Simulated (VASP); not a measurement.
# GaAs (P4/mmm) in VASP: further runs

Aim: see how the results for GaAs move with the level of theory and the settings. Levels: PBEsol-based screened hybrid with 25 % exact exchange, HSE06. Tasks: single point.

All numbers are computed with VASP 6.6.1; they aren't measurements. Logs are shortened: lines on timing, memory, paths and dates and some standing lists are left out, and cuts for length are marked.

**1. The cell of the first run**

Symmetry: P4/mmm, No. 123, tetragonal system. Conventional cell: a = 3.886 Å, b = 3.886 Å, c = 2.512 Å, α = 90.00°, β = 90.00°, γ = 90.00°. Within 3.3 Å of Ga (site symmetry 4/mmm) lie 2 Ga at 2.51 Å and 4 As at 2.75 Å. As (site symmetry 4/mmm) has 2 As at 2.51 Å and 4 Ga at 2.75 Å within 3.3 Å.

**2. Single point, PBEsol-based screened hybrid with 25 % exact exchange**

Contents of POSCAR:

```
GaAs
1.0
    3.8856851081      0.0000000000      0.0000000000
    0.0000000000      3.8856851081      0.0000000000
    0.0000000000      0.0000000000      2.5123228099
Ga As
1 1
Direct
    0.5000000000      0.5000000000      0.5000000000
    0.0000000000      0.0000000000      0.5000000000
```

Contents of INCAR.step1:

```
PREC = Accurate ; ENCUT = 520
EDIFF = 1E-5 ; ISMEAR = -1
SIGMA = 0.05 ; LREAL = F
LASPH = T ; NELM = 100
ALGO = Normal ; ISIF = 2
LWAVE = T ; LCHARG = F
NBANDS = 16 ; GGA = PE
```

Contents of INCAR.step2:

```
PREC = Accurate ; ENCUT = 520
EDIFF = 1E-7 ; ISMEAR = -1
SIGMA = 0.05 ; LREAL = F
LASPH = T ; NELM = 100
ALGO = Normal ; ISIF = 2
LWAVE = F ; LCHARG = F
GGA = PS ; LHFCALC = T
AEXX = 0.25 ; HFSCREEN = 0.207
PRECFOCK = Normal ; NBANDS = 16
ISTART = 1
```

Contents of KPOINTS:

```
regular mesh
0
Gamma
  4 4 5
```

Potentials or basis: VASP PAW PBE potentials, release 64 (Ga_d, As).

Started as:

```sh
$ cat potpaw_PBE.64/Ga_d/POTCAR potpaw_PBE.64/As/POTCAR > POTCAR
$ cp INCAR.step1 INCAR
$ mpirun -np 1 vasp_std > vasp.out
$ cp INCAR.step2 INCAR
$ mpirun -np 1 vasp_std > vasp.out
```

OUTCAR:

```text
PREC = Accurate
   ENCUT = 520
   EDIFF = 1E-7
   ISMEAR = -1
   LREAL = F
   LASPH = T
   NELM = 100
   ISIF = 2
   GGA = PS
   LHFCALC = T
   AEXX = 0.25
   HFSCREEN = 0.207
   PRECFOCK = Normal
   ISTART = 1

 ion  position               nearest neighbor table
   1  0.500  0.500  0.500-   2 2.75   2 2.75   2 2.75   2 2.75
   2  0.000  0.000  0.500-   1 2.75   1 2.75   1 2.75   1 2.75

  LATTYP: Found a simple tetragonal cell.
 ALAT       =     3.8856851081
 C/A-ratio  =     0.6465585193

  Lattice vectors:

 A1 = (   3.8856851081,   0.0000000000,   0.0000000000)
 A2 = (   0.0000000000,   3.8856851081,   0.0000000000)
 A3 = (   0.0000000000,   0.0000000000,   2.5123228099)

Analysis of symmetry for initial positions (statically):
=====================================================================
 Subroutine PRICEL returns:
 Original cell was already a primitive cell.

 Routine SETGRP: Setting up the symmetry group for a
 simple tetragonal supercell.

 Subroutine GETGRP returns: Found 16 space group operations
 (whereof 16 operations were pure point group operations)
 out of a pool of 16 trial point group operations.

The static configuration has the point symmetry D_4h.

Analysis of symmetry for dynamics (positions and initial velocities):
=====================================================================
 Subroutine PRICEL returns:
 Original cell was already a primitive cell.

 Routine SETGRP: Setting up the symmetry group for a
 simple tetragonal supercell.

 Subroutine GETGRP returns: Found 16 space group operations
 (whereof 16 operations were pure point group operations)
 out of a pool of 16 trial point group operations.

The dynamic configuration has the point symmetry D_4h.

 Subroutine INISYM returns: Found 16 space group operations
 (whereof 16 operations are pure point group operations),
 and found     1 'primitive' translations

----------------------------------------------------------------------------------------

                                     Primitive cell

  volume of cell :      37.9324

  direct lattice vectors                    reciprocal lattice vectors
     3.885685108  0.000000000  0.000000000     0.257354874  0.000000000  0.000000000
     0.000000000  3.885685108  0.000000000     0.000000000  0.257354874  0.000000000
     0.000000000  0.000000000  2.512322810     0.000000000  0.000000000  0.398038021

  length of vectors
     3.885685108  3.885685108  2.512322810     0.257354874  0.257354874  0.398038021

  position of ions in fractional coordinates (direct lattice)
     0.500000000  0.500000000  0.500000000
     0.000000000  0.000000000  0.500000000

  ion indices of the primitive-cell ions
   primitive index   ion index
                 1           1
                 2           2

----------------------------------------------------------------------------------------

 KPOINTS: regular mesh

Automatic generation of k-mesh.
 Grid dimensions read from file:
 generate k-points for:    4    4    5

 Generating k-lattice:

  Cartesian coordinates                     Fractional coordinates (reciprocal lattice)
     0.064338718  0.000000000  0.000000000     0.250000000  0.000000000  0.000000000
     0.000000000  0.064338718  0.000000000     0.000000000  0.250000000  0.000000000
     0.000000000  0.000000000  0.079607604     0.000000000  0.000000000  0.200000000

  Length of vectors
     0.064338718  0.064338718  0.079607604

  Shift w.r.t. Gamma in fractional coordinates (k-lattice)
     0.000000000  0.000000000  0.000000000

 Subroutine IBZKPT returns following result:
 ===========================================

 Found     18 irreducible k-points:

 Following reciprocal coordinates:
            Coordinates               Weight
  0.000000  0.000000  0.000000      1.000000
  0.250000  0.000000  0.000000      4.000000
  0.500000  0.000000  0.000000      2.000000
  0.250000  0.250000  0.000000      4.000000
  0.500000  0.250000  0.000000      4.000000
  0.500000  0.500000  0.000000      1.000000
[... 10 lines left out ...]
  0.500000  0.250000  0.400000      8.000000
  0.500000  0.500000  0.400000      2.000000
   k-points           NKPTS =     18   k-points in BZ     NKDIM =     80   number of bands    NBANDS=     16
   number of dos      NEDOS =    301   number of ions     NIONS =      2
   total plane-waves  NPLWV =  18000
   dimension x,y,z NGX =    30 NGY =   30 NGZ =   20
   dimension x,y,z NGXF=    60 NGYF=   60 NGZF=   40
   ions per type =               1   1
   NGX,Y,Z   is equivalent  to a cutoff of  12.84, 12.84, 13.23 a.u.
   NGXF,Y,Z  is equivalent  to a cutoff of  25.67, 25.67, 26.47 a.u.
 SYSTEM =  unknown system
   PREC   = accura    normal or accurate (medium, high low for compatibility)
   ISTART =      1    job   : 0-new  1-cont  2-samecut
   ICHARG =      0    charge: 1-file 2-atom 10-const
   ISPIN  =      1    spin polarized calculation?
   LNONCOLLINEAR =      F non collinear calculations
   LSORBIT =      F    spin-orbit coupling
   LASPH  =      T    aspherical Exc in radial PAW
   ENCUT  =  520.0 eV  38.22 Ry    6.18 a.u.   7.22  7.22  4.67*2*pi/ulx,y,z
   NELM   =    100;   NELMIN=  2; NELMDL=  0     # of ELM steps
   EDIFF  = 0.1E-06   stopping-criterion for ELM
   LREAL  =      F    real-space projection
   EDIFFG = 0.1E-05   stopping-criterion for IOM
   NSW    =      0    number of steps for IOM
   IBRION =     -1    ionic relax: 0-MD 1-quasi-New 2-CG
   NFREE  =      0    steps in history (QN), initial steepest desc. (CG)
   ISIF   =      2    stress and relaxation
   ISYM   =      3    0-nonsym 1-usesym 2-fastsym
   POTIM  = 0.5000    time-step for ionic-motion
   TEBEG  =    0.0;   TEEND  =   0.0 temperature during run
   PSTRESS=    0.0 pullay stress
   NELECT =      18.0000    total number of electrons
   NUPDOWN=      -1.0000    fix difference up-down
   EMIN   =  10.00;   EMAX   =-10.00  energy-range for DOS
   EFERMI =   0.00;   METHOD = LEGACY
   ISMEAR =    -1;   SIGMA  =   0.05  broadening in eV -4-tet -1-fermi 0-gaus
   EFERMI_NEDOS =   21; number of points for ismear=-14 and -15
   IALGO  =     38    algorithm
   IMIX   =      1    mixing-type and parameters
     AMIX     =   0.40;   BMIX     =  1.00
     AMIX_MAG =   1.60;   BMIX_MAG =  1.00
  volume/ion in A,a.u.               =      18.97       127.99
  Fermi-wavevector in a.u.,A,eV,Ry     =   1.276915  2.413020 22.184475  1.630513
  Thomas-Fermi vector in A             =   2.409545
   LORBIT       =      0    0 simple, 1 ext, 2 COOP (PROOUT), +10 PAW based schemes
   GGA     = PS    functional components
   LHFCALC =     T    Hartree Fock is set to
   PRECFOCK=normal    Normal, Fast or Accurate (Low or Medium for compatibility)
   ENCUT4O =  -1.0   cutoff for four orbital integrals eV
   NKREDX  =     1    reduce k-point grid by
   NKREDY  =     1    reduce k-point grid by
   NKREDZ  =     1    reduce k-point grid by
   AEXX    =    0.2500 exact exchange contribution
   HFSCREEN=    0.2070 screening length (either q_TF or 0.3 A-1)
   HFSCREENC=   0.2070 screening length for correlation (either q_TF or 0.3 A-1)
   ENCUTFOCK=  -1.0 apply spherical cutoff to Coloumb kernel
   IVDW    =     0    specifies the selected vdW correction
   LEPSILON=     F    determine dielectric tensor
   LRPA    =     F    only Hartree local field effects (RPA)
 non-spin polarized calculation
  energy-cutoff  :      520.00
  volume of cell :       37.93
 maximum number of plane-waves:      1036
 NGX is ok and might be reduce to    30
  NGX = 24; NGY = 24; NGZ = 16

 number of electron      17.9999991 magnetization

 Free energy of the ion-electron system (eV)
  ---------------------------------------------------
  ext. energy  EPLUGINS =         0.00000000
  ---------------------------------------------------
  free energy    TOTEN  =        -9.39096051 eV

  energy without entropy =       -9.38373862  energy(sigma->0) =       -9.38734957

 E-fermi :   5.7892     XC(G=0):  -8.9583

 val. band max:        5.2815266137   @ k =   0.2500   0.2500   0.2000
 cond. band min:       5.8624206449   @ k =   0.2500   0.0000   0.4000
 fundamental gap:      0.5808940312
 Fermi energy:         5.7891741722

 k-point     1 :       0.0000    0.0000    0.0000
  band No.  band energies     occupation
      1     -12.5094      2.00000
      2     -12.1341      2.00000
      3     -12.1253      2.00000
      4     -11.9035      2.00000
      5     -11.9035      2.00000
      6     -10.0889      2.00000
[... 8 lines left out ...]
     15      16.5537      0.00000
     16      20.1235      0.00000

 k-point     2 :       0.2500    0.0000    0.0000
  band No.  band energies     occupation
      1     -12.5018      2.00000
      2     -12.1493      2.00000
      3     -12.1150      2.00000
      4     -11.9052      2.00000
      5     -11.9033      2.00000
      6      -9.6538      2.00000
[... 8 lines left out ...]
     15      19.9428      0.00000
     16      21.4545      0.00000

 k-point     3 :       0.5000    0.0000    0.0000
  band No.  band energies     occupation
      1     -12.4952      2.00000
      2     -12.1644      2.00000
      3     -12.1050      2.00000
      4     -11.9069      2.00000
      5     -11.9031      2.00000
      6      -9.0352      2.00000
[... 8 lines left out ...]
     15      20.2700      0.00000
     16      20.6931      0.00000

 k-point     4 :       0.2500    0.2500    0.0000
  band No.  band energies     occupation
      1     -12.4971      2.00000
      2     -12.1909      2.00000
      3     -12.1028      2.00000
      4     -11.9050      2.00000
      5     -11.9050      2.00000
      6      -9.2113      2.00000
[... 8 lines left out ...]
     15      20.2450      0.00000
     16      21.5549      0.00000

 k-point     5 :       0.5000    0.2500    0.0000
  band No.  band energies     occupation
      1     -12.4927      2.00000
      2     -12.2282      2.00000
      3     -12.0908      2.00000
      4     -11.9067      2.00000
      5     -11.9048      2.00000
      6      -8.6225      2.00000
[... 8 lines left out ...]
     15      20.1334      0.00000
     16      21.2187      0.00000

 k-point     6 :       0.5000    0.5000    0.0000
  band No.  band energies     occupation
      1     -12.4903      2.00000
      2     -12.2846      2.00000
      3     -12.0768      2.00000
      4     -11.9065      2.00000
      5     -11.9065      2.00000
      6      -8.1328      2.00000
[... 8 lines left out ...]
     15      20.5055      0.00000
     16      22.0485      0.00000
[... 153 lines left out ...]
 k-point    15 :       0.5000    0.0000    0.4000
  band No.  band energies     occupation
      1     -12.2155      2.00000
      2     -12.1932      2.00000
      3     -12.1125      2.00000
      4     -12.0620      2.00000
      5     -11.8487      2.00000
      6      -5.0687      2.00000
[... 8 lines left out ...]
     15      15.9490      0.00000
     16      16.0626      0.00000

 k-point    16 :       0.2500    0.2500    0.4000
  band No.  band energies     occupation
      1     -12.2047      2.00000
      2     -12.2017      2.00000
      3     -12.1182      2.00000
      4     -12.0597      2.00000
      5     -11.8542      2.00000
      6      -5.2324      2.00000
[... 8 lines left out ...]
     15      15.8437      0.00000
     16      18.0272      0.00000

 k-point    17 :       0.5000    0.2500    0.4000
  band No.  band energies     occupation
      1     -12.2120      2.00000
      2     -12.2008      2.00000
      3     -12.1340      2.00000
      4     -12.0510      2.00000
      5     -11.8405      2.00000
      6      -4.6983      2.00000
[... 8 lines left out ...]
     15      15.7600      0.00000
     16      20.6129      0.00000

 k-point    18 :       0.5000    0.5000    0.4000
  band No.  band energies     occupation
      1     -12.2082      2.00000
      2     -12.2082      2.00000
      3     -12.1555      2.00000
      4     -12.0408      2.00000
      5     -11.8315      2.00000
      6      -4.2435      2.00000
[... 8 lines left out ...]
     15      18.2762      0.00000
     16      23.3430      0.00000

------------------------ aborting loop because EDIFF is reached ----------------------------------------

  FORCE on cell =-STRESS in cart. coord.  units (eV):
  Direction    XX          YY          ZZ          XY          YZ          ZX
  --------------------------------------------------------------------------------------
  -------------------------------------------------------------------------------------
  Total       -0.0094039     -0.0094039     -0.0315842      0.0000000      0.0000000      0.0000000
  in kB       -0.3971999     -0.3971999     -1.3340416      0.0000000      0.0000000      0.0000000
  external PRESSURE =      -0.7094805 kB  Pullay stress =       0.0000000 kB

 VOLUME and BASIS-vectors are now :
 -----------------------------------------------------------------------------
  energy-cutoff  :      520.00
  volume of cell :       37.93
      direct lattice vectors                 reciprocal lattice vectors
     3.885685108  0.000000000  0.000000000     0.257354874  0.000000000  0.000000000
     0.000000000  3.885685108  0.000000000     0.000000000  0.257354874  0.000000000
     0.000000000  0.000000000  2.512322810     0.000000000  0.000000000  0.398038021

 POSITION                                       TOTAL-FORCE (eV/Angst)
 -----------------------------------------------------------------------------------
      1.94284      1.94284      1.25616         0.000000      0.000000      0.000000
      0.00000      0.00000      1.25616         0.000000      0.000000      0.000000
 -----------------------------------------------------------------------------------
    total drift:                               -0.000007     -0.000002     -0.000004

  FREE ENERGIE OF THE ION-ELECTRON SYSTEM (eV)
  ---------------------------------------------------
  free  energy   TOTEN  =        -9.3909605124 eV

  energy  without entropy=       -9.3837386238  energy(sigma->0) =       -9.38734957
```

Wall time 29 min (1 thread of AMD EPYC 7R13, shared host); peak memory 0.27 GiB.

What came out:

```
Free energy            : -9.3910 eV
Pressure               : -0.1 GPa
Band gap on the k mesh : zero (bands 9 and 10 overlap by 4.53 eV)
```

Stress tensor (GPa, compression positive):
```
-0.04  0.00  0.00
 0.00 -0.04  0.00
 0.00  0.00 -0.13
```

Caveat: the k points lie up to 0.50 Å⁻¹ apart, too coarse for converged energies and pressures of a metal; the PAW data sets were made with another functional, which shifts forces and pressure a little.

**3. Single point, HSE06**

This run uses another cell than the first one, of 19.57 Å³/atom.

Contents of POSCAR:

```
GaAs
1.0
    3.9283139651      0.0000000000      0.0000000000
    0.0000000000      3.9283139651      0.0000000000
    0.0000000000      0.0000000000      2.5358397400
Ga As
1 1
Direct
    0.5000000000      0.5000000000      0.5000000000
    0.0000000000      0.0000000000      0.5000000000
```

Contents of INCAR.step1:

```
SYSTEM = GaAs
ALGO = Normal ; EDIFF = 1E-5
ENCUT = 520 ; GGA = PE
ISIF = 2 ; ISMEAR = -1
LASPH = .TRUE. ; LCHARG = .FALSE.
LREAL = .FALSE. ; LWAVE = .TRUE.
NBANDS = 16 ; NELM = 80
PREC = Accurate ; SIGMA = 0.05
```

Contents of INCAR.step2:

```
SYSTEM = GaAs
ALGO = Normal ; EDIFF = 1E-7
ENCUT = 520 ; GGA = PE
HFSCREEN = 0.2079 ; ISIF = 2
ISMEAR = -1 ; ISTART = 1
LASPH = .TRUE. ; LCHARG = .FALSE.
LHFCALC = .TRUE. ; LREAL = .FALSE.
LWAVE = .FALSE. ; NBANDS = 16
NELM = 80 ; PREC = Accurate
PRECFOCK = Normal ; SIGMA = 0.05
```

Contents of KPOINTS:

```
k-points
0
G
  4 4 5
  0 0 0
```

Potentials or basis: VASP PAW PBE potentials, release 64 (Ga_d, As).

Started as:

```sh
$ cat potpaw_PBE.64/Ga_d/POTCAR potpaw_PBE.64/As/POTCAR > POTCAR
$ cp INCAR.step1 INCAR
$ mpirun -np 1 vasp_std > vasp.out
$ cp INCAR.step2 INCAR
$ mpirun -np 1 vasp_std > vasp.out
```

Run time: 28 min. Hardware: 1 thread of AMD EPYC 7R13, shared host; peak memory 0.27 GiB.

The run converged. Its results:

```
Free energy            : -8.7788 eV
Pressure               : -0.1 GPa
Band gap on the k mesh : zero (bands 9 and 10 overlap by 4.30 eV)
```

Stress tensor (GPa, compression positive):
```
-0.04  0.00  0.00
 0.00 -0.04  0.00
 0.00  0.00 -0.16
```

Levels at points of the mesh, in eV from the Fermi level:
```csv
k point,band 7,band 8,band 9,band 10,band 11,band 12
"(0.00, 0.00, 0.00)",-6.24,-3.95,-3.95,3.18,6.44,6.44
"(0.50, 0.00, 0.00)",-10.24,-2.32,0.29,0.59,1.16,9.10
"(0.50, 0.50, 0.00)",-8.05,-6.81,-6.81,8.62,8.62,9.38
```

Caveat: the k points lie up to 0.50 Å⁻¹ apart, too coarse for converged energies and pressures of a metal; the PAW data sets were made with another functional, which shifts forces and pressure a little.

The gap in the log of VASP goes by the Fermi energy; the results here count the filled bands.